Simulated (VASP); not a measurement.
# ZnCd2N2 (P1) in VASP: notebook

The runs below take ZnCd2N2 through single point, with r2SCAN.

Everything below comes from runs of VASP 6.6.1. Logs are shortened: lines on timing, memory, paths and dates and some standing lists are left out, and cuts for length are marked.

## Step 1: The cell of the first run

The typed cell holds 5 atoms: a = 3.931 Å, b = 3.931 Å, c = 6.916 Å, α = 106.53°, β = 106.53°, γ = 60.20°.

## Step 2: Single point, r2SCAN

File POSCAR:

```
ZnCd2N2
1.0
    3.4006576366     -1.9714786562      0.0000000000
    3.4006576366      1.9714786562      0.0000000000
   -2.2745659112      0.0000000000      6.5310990563
Cd Zn N
2 1 2
Direct
    0.7190370000      0.7150800000      0.1739130000
    0.2920210000      0.2709630000      0.8309360000
    0.5097240000      0.4841070000      0.4927210000
    0.5846240000      0.6066930000      0.7878620000
    0.4073110000      0.3996650000      0.2197620000
```

File INCAR.step1:

```
SYSTEM = ZnCd2N2
PREC = Accurate
ENCUT = 520
ISMEAR = 0
SIGMA = 0.025
LREAL = .False.
LASPH = .True.
NELM = 60
NBANDS = 31
GGA = PE
ALGO = Normal
EDIFF = 1E-4
LWAVE = .True.
LCHARG = .False.
```

File INCAR.step2:

```
SYSTEM = ZnCd2N2
PREC = Accurate
ENCUT = 520
EDIFF = 1E-7
ISMEAR = 0
SIGMA = 0.025
LREAL = .False.
LASPH = .True.
NELM = 60
ALGO = Normal
ISIF = 2
LWAVE = .False.
LCHARG = .False.
METAGGA = R2SCAN
LMIXTAU = .True.
NBANDS = 31
ISTART = 1
```

File KPOINTS:

```
regular mesh
0
Gamma
  6 6 3
  0 0 0
```

Potentials or basis: VASP PAW PBE potentials, release 64 (Cd, Zn, N).

Launch:

```
$ cat potpaw_PBE.64/Cd/POTCAR potpaw_PBE.64/Zn/POTCAR potpaw_PBE.64/N/POTCAR > POTCAR
$ cp INCAR.step1 INCAR
$ mpirun -np 1 vasp_std > vasp.out
$ cp INCAR.step2 INCAR
$ mpirun -np 1 vasp_std > vasp.out
```

OUTCAR:

```text
SYSTEM = ZnCd2N2
   PREC = Accurate
   ENCUT = 520
   EDIFF = 1E-7
   ISMEAR = 0
   LREAL = .False.
   LASPH = .True.
   NELM = 60
   ISIF = 2
   METAGGA = R2SCAN
   ISTART = 1

 ion  position               nearest neighbor table
   1  0.719  0.715  0.174-   5 2.26   5 2.30   5 2.32   4 2.52   3 3.05   3 3.07   3 3.13   2 3.13
                             2 3.20   2 3.24
   2  0.292  0.271  0.831-   4 2.24   4 2.25   4 2.38   5 2.54   1 3.13   3 3.14   3 3.18   3 3.19
                             1 3.20   1 3.24
   3  0.510  0.484  0.493-   5 1.78   4 1.93   1 3.05   1 3.07   1 3.13   2 3.14   2 3.18   2 3.19

   4  0.585  0.607  0.788-   3 1.93   2 2.24   2 2.25   2 2.38   1 2.52
   5  0.407  0.400  0.220-   3 1.78   1 2.26   1 2.30   1 2.32   2 2.54

  LATTYP: Found a base centered monoclinic cell.
 ALAT       =     6.8013152732
 B/A-ratio  =     0.5797345299
 C/A-ratio  =     1.0168392743
 COS(beta)  =    -0.3288919980

  Lattice vectors:

 A1 = (   3.4006576366,  -1.9714786562,   0.0000000000)
 A2 = (   3.4006576366,   1.9714786562,   0.0000000000)
 A3 = (  -2.2745659112,   0.0000000000,   6.5310990563)

Analysis of symmetry for initial positions (statically):
=====================================================================
 Subroutine PRICEL returns:
 Original cell was already a primitive cell.

 Routine SETGRP: Setting up the symmetry group for a
 base centered monoclinic supercell.

 Subroutine GETGRP returns: Found  1 space group operations
 (whereof  1 operations were pure point group operations)
 out of a pool of  4 trial point group operations.

The static configuration has the point symmetry C_1 .

Analysis of symmetry for dynamics (positions and initial velocities):
=====================================================================
 Subroutine PRICEL returns:
 Original cell was already a primitive cell.

 Routine SETGRP: Setting up the symmetry group for a
 base centered monoclinic supercell.

 Subroutine GETGRP returns: Found  1 space group operations
 (whereof  1 operations were pure point group operations)
 out of a pool of  4 trial point group operations.

The dynamic configuration has the point symmetry C_1 .

 Subroutine INISYM returns: Found  1 space group operations
 (whereof  1 operations are pure point group operations),
 and found     1 'primitive' translations

----------------------------------------------------------------------------------------

                                     Primitive cell

  volume of cell :      87.5732

  direct lattice vectors                    reciprocal lattice vectors
     3.400657637 -1.971478656  0.000000000     0.147030385 -0.253616745  0.051205823
     3.400657637  1.971478656  0.000000000     0.147030385  0.253616745  0.051205823
    -2.274565911  0.000000000  6.531099056     0.000000000  0.000000000  0.153113586

  length of vectors
     3.930801503  3.930801503  6.915844487     0.297592714  0.297592714  0.153113586

  position of ions in fractional coordinates (direct lattice)
     0.719037000  0.715080000  0.173913000
     0.292021000  0.270963000  0.830936000
     0.509724000  0.484107000  0.492721000
     0.584624000  0.606693000  0.787862000
     0.407311000  0.399665000  0.219762000

  ion indices of the primitive-cell ions
   primitive index   ion index
                 1           1
                 2           2
                 3           3
                 4           4
                 5           5

----------------------------------------------------------------------------------------

 KPOINTS: regular mesh

Automatic generation of k-mesh.
 Grid dimensions read from file:
 generate k-points for:    6    6    3

 Generating k-lattice:

  Cartesian coordinates                     Fractional coordinates (reciprocal lattice)
     0.024505064 -0.042269458  0.008534304     0.166666667  0.000000000  0.000000000
     0.024505064  0.042269458  0.008534304     0.000000000  0.166666667  0.000000000
     0.000000000  0.000000000  0.051037862     0.000000000  0.000000000  0.333333333

  Length of vectors
     0.049598786  0.049598786  0.051037862

  Shift w.r.t. Gamma in fractional coordinates (k-lattice)
     0.000000000  0.000000000  0.000000000

 Subroutine IBZKPT returns following result:
 ===========================================

 Found     56 irreducible k-points:

 Following reciprocal coordinates:
            Coordinates               Weight
  0.000000  0.000000  0.000000      1.000000
  0.166667 -0.000000  0.000000      2.000000
  0.000000 -0.166667  0.000000      2.000000
  0.333333 -0.000000 -0.000000      2.000000
  0.000000 -0.333333  0.000000      2.000000
  0.500000 -0.000000  0.000000      1.000000
[... 16 lines left out ...]
  0.000000 -0.166667 -0.333333      2.000000
  0.333333 -0.000000  0.333333      2.000000
 [... further k-points ...]
   k-points           NKPTS =     56   k-points in BZ     NKDIM =     56   number of bands    NBANDS=     31
   number of dos      NEDOS =    301   number of ions     NIONS =      5
   total plane-waves  NPLWV =  48600
   dimension x,y,z NGX =    30 NGY =   30 NGZ =   54
   dimension x,y,z NGXF=    60 NGYF=   60 NGZF=  108
   ions per type =               2   1   2
   NGX,Y,Z   is equivalent  to a cutoff of  12.69, 12.69, 12.98 a.u.
   NGXF,Y,Z  is equivalent  to a cutoff of  25.38, 25.38, 25.96 a.u.
 SYSTEM =  ZnCd2N2
   PREC   = accura    normal or accurate (medium, high low for compatibility)
   ISTART =      1    job   : 0-new  1-cont  2-samecut
   ICHARG =      0    charge: 1-file 2-atom 10-const
   ISPIN  =      1    spin polarized calculation?
   LNONCOLLINEAR =      F non collinear calculations
   LSORBIT =      F    spin-orbit coupling
   LASPH  =      T    aspherical Exc in radial PAW
   ENCUT  =  520.0 eV  38.22 Ry    6.18 a.u.   7.31  7.31 12.86*2*pi/ulx,y,z
   NELM   =     60;   NELMIN=  2; NELMDL=  0     # of ELM steps
   EDIFF  = 0.1E-06   stopping-criterion for ELM
   LREAL  =      F    real-space projection
   EDIFFG = 0.1E-05   stopping-criterion for IOM
   NSW    =      0    number of steps for IOM
   IBRION =     -1    ionic relax: 0-MD 1-quasi-New 2-CG
   NFREE  =      0    steps in history (QN), initial steepest desc. (CG)
   ISIF   =      2    stress and relaxation
   ISYM   =      2    0-nonsym 1-usesym 2-fastsym
   POTIM  = 0.5000    time-step for ionic-motion
   TEBEG  =    0.0;   TEEND  =   0.0 temperature during run
   PSTRESS=    0.0 pullay stress
   NELECT =      46.0000    total number of electrons
   NUPDOWN=      -1.0000    fix difference up-down
   EMIN   =  10.00;   EMAX   =-10.00  energy-range for DOS
   EFERMI =   0.00;   METHOD = LEGACY
   ISMEAR =     0;   SIGMA  =   0.03  broadening in eV -4-tet -1-fermi 0-gaus
   EFERMI_NEDOS =   21; number of points for ismear=-14 and -15
   IALGO  =     38    algorithm
   IMIX   =      4    mixing-type and parameters
     AMIX     =   0.40;   BMIX     =  1.00
     AMIX_MAG =   1.60;   BMIX_MAG =  1.00
  volume/ion in A,a.u.               =      17.51       118.19
  Fermi-wavevector in a.u.,A,eV,Ry     =   1.320901  2.496141 23.739175  1.744780
  Thomas-Fermi vector in A             =   2.450694
   LORBIT       =      0    0 simple, 1 ext, 2 COOP (PROOUT), +10 PAW based schemes
   METAGGA = R2SCAN    functional components
   LHFCALC =     F    Hartree Fock is set to
   AEXX    =    0.0000 exact exchange contribution
   IVDW    =     0    specifies the selected vdW correction
   LEPSILON=     F    determine dielectric tensor
   LRPA    =     F    only Hartree local field effects (RPA)
 non-spin polarized calculation
 Gauss-broadening in eV      SIGMA  =   0.03
  energy-cutoff  :      520.00
  volume of cell :       87.57
 maximum number of plane-waves:      2385
 NGX is ok and might be reduce to    30
   NGX = 15   NGY = 15   NGZ = 25

 number of electron      46.0000001 magnetization

 Free energy of the ion-electron system (eV)
  ---------------------------------------------------
  ext. energy  EPLUGINS =         0.00000000
  ---------------------------------------------------
  free energy    TOTEN  =       -65.81107107 eV

  energy without entropy =      -65.81080988  energy(sigma->0) =      -65.81094048

 E-fermi :   1.3263     XC(G=0): -10.6677

 val. band max:        1.2059852305   @ k =   0.0000   0.0000   0.3333
 cond. band min:       1.3262554520   @ k =   0.0000   0.0000   0.3333
 fundamental gap:      0.1202702215
 Fermi energy:         1.3262554519

 k-point     1 :       0.0000    0.0000    0.0000
  band No.  band energies     occupation
      1     -13.8864      2.00000
      2     -13.0581      2.00000
      3      -7.2033      2.00000
      4      -7.1887      2.00000
      5      -7.0406      2.00000
      6      -7.0125      2.00000
[... 23 lines left out ...]
     30       9.9444      0.00000
     31      10.1704      0.00000

 k-point     2 :       0.1667   -0.0000    0.0000
  band No.  band energies     occupation
      1     -13.8143      2.00000
      2     -13.0137      2.00000
      3      -7.1519      2.00000
      4      -7.1078      2.00000
      5      -6.9890      2.00000
      6      -6.9572      2.00000
[... 23 lines left out ...]
     30       9.4546      0.00000
     31      10.1316      0.00000

 k-point     3 :       0.0000   -0.1667    0.0000
  band No.  band energies     occupation
      1     -13.8108      2.00000
      2     -13.0065      2.00000
      3      -7.1600      2.00000
      4      -7.0999      2.00000
      5      -6.9961      2.00000
      6      -6.9328      2.00000
[... 23 lines left out ...]
     30       9.5484      0.00000
     31      10.1352      0.00000

 k-point     4 :       0.3333   -0.0000   -0.0000
  band No.  band energies     occupation
      1     -13.6706      2.00000
      2     -12.9266      2.00000
      3      -7.0867      2.00000
      4      -6.9722      2.00000
      5      -6.9418      2.00000
      6      -6.8512      2.00000
[... 23 lines left out ...]
     30       8.7438      0.00000
     31       9.2046      0.00000

 k-point     5 :       0.0000   -0.3333    0.0000
  band No.  band energies     occupation
      1     -13.6603      2.00000
      2     -12.9036      2.00000
      3      -7.0776      2.00000
      4      -6.9940      2.00000
      5      -6.9187      2.00000
      6      -6.8763      2.00000
[... 23 lines left out ...]
     30       8.7384      0.00000
     31       9.1817      0.00000
[... 542 lines left out ...]
     30      10.0229      0.00000
     31      10.1992      0.00000

 k-point    22 :       0.1667   -0.0000    0.3333
  band No.  band energies     occupation
      1     -13.7170      2.00000
      2     -13.1327      2.00000
      3      -7.2099      2.00000
      4      -7.1639      2.00000
      5      -7.1443      2.00000
      6      -6.9430      2.00000
[... 23 lines left out ...]
     30       9.3834      0.00000
     31      10.1635      0.00000

 k-point    23 :       0.0000   -0.1667   -0.3333
  band No.  band energies     occupation
      1     -13.7136      2.00000
      2     -13.1255      2.00000
      3      -7.2158      2.00000
      4      -7.1605      2.00000
      5      -7.1476      2.00000
      6      -6.9588      2.00000
[... 23 lines left out ...]
     30       9.2941      0.00000
     31      10.3286      0.00000

 k-point    24 :       0.3333   -0.0000    0.3333
  band No.  band energies     occupation
      1     -13.6047      2.00000
      2     -13.0063      2.00000
      3      -7.2496      2.00000
      4      -6.9953      2.00000
      5      -6.9481      2.00000
      6      -6.8553      2.00000
[... 23 lines left out ...]
     30       8.9455      0.00000
     31       9.7383      0.00000

 [... further k-points ...]
[... 5 lines left out ...]
  --------------------------------------------------------------------------------------
  -------------------------------------------------------------------------------------
  Total       -0.6792310     -1.8312371     -1.4627012      0.5484930     -0.0095088     -0.0012868
  in kB      -12.4267292    -33.5030155    -26.7605439     10.0348397     -0.1739667     -0.0235426
  external PRESSURE =     -24.2300962 kB  Pullay stress =       0.0000000 kB

 VOLUME and BASIS-vectors are now :
 -----------------------------------------------------------------------------
  energy-cutoff  :      520.00
  volume of cell :       87.57
      direct lattice vectors                 reciprocal lattice vectors
     3.400657637 -1.971478656  0.000000000     0.147030385 -0.253616745  0.051205823
     3.400657637  1.971478656  0.000000000     0.147030385  0.253616745  0.051205823
    -2.274565911  0.000000000  6.531099056     0.000000000  0.000000000  0.153113586

 POSITION                                       TOTAL-FORCE (eV/Angst)
 -----------------------------------------------------------------------------------
      4.48136     -0.00780      1.13584         0.274295     -0.065844     -0.158682
      0.02450     -0.04152      5.42693        -0.196233      0.367625     -0.108387
      2.25895     -0.05050      3.21801        -0.016700      0.168624      2.300648
      2.25922      0.04351      5.14560         0.118389     -0.459914     -0.941850
      2.24439     -0.01507      1.43529        -0.179751     -0.010490     -1.091730
 -----------------------------------------------------------------------------------
    total drift:                                0.003647     -0.014754      0.007444

  FREE ENERGIE OF THE ION-ELECTRON SYSTEM (eV)
  ---------------------------------------------------
  free  energy   TOTEN  =       -65.8110710748 eV

  energy  without entropy=      -65.8108098760  energy(sigma->0) =      -65.81094048
```

Run time: 5.2 min. Hardware: 1 thread of Intel Xeon 6975P-C (Granite Rapids), shared host; peak memory 0.31 GiB.

What came out:

```yaml
Free_energy: -65.8111 eV
Pressure: -2.4 GPa
Largest_force: 2.307 eV/Å
Band_gap_on_the_k_mesh: zero (bands 23 and 24 overlap by 0.24 eV)
```

Forces on the atoms (eV/Å):
```
Cd   0.274 -0.066 -0.159
Cd  -0.196  0.368 -0.108
Zn  -0.017  0.169  2.301
N    0.118 -0.460 -0.942
N   -0.180 -0.010 -1.092
```

Stress tensor (GPa, compression positive):
```
-1.24  1.00  0.00
 1.00 -3.35 -0.02
 0.00 -0.02 -2.68
```

Levels at points of the mesh, in eV from the Fermi level:
| k point | band 21 | band 22 | band 23 | band 24 | band 25 | band 26 |
| --- | --- | --- | --- | --- | --- | --- |
| (0.00, 0.00, 0.00) | -0.64 | -0.58 | -0.44 | -0.24 | 2.27 | 5.07 |
| (0.50, 0.00, 0.00) | -1.79 | -1.66 | -1.52 | 2.14 | 2.42 | 4.85 |
| (0.00, 0.50, 0.00) | -1.80 | -1.75 | -1.52 | 2.18 | 2.52 | 4.88 |
| (0.50, 0.50, 0.00) | -2.46 | -2.31 | -0.99 | 2.44 | 2.99 | 4.28 |

Caveat: semilocal functionals underestimate gaps, and a narrow one can read as zero; the PAW data sets were made with another functional, which shifts forces and pressure a little.

(Continued in part 2 of 2.)

The gap in the log of VASP goes by the Fermi energy; the results here count the filled bands.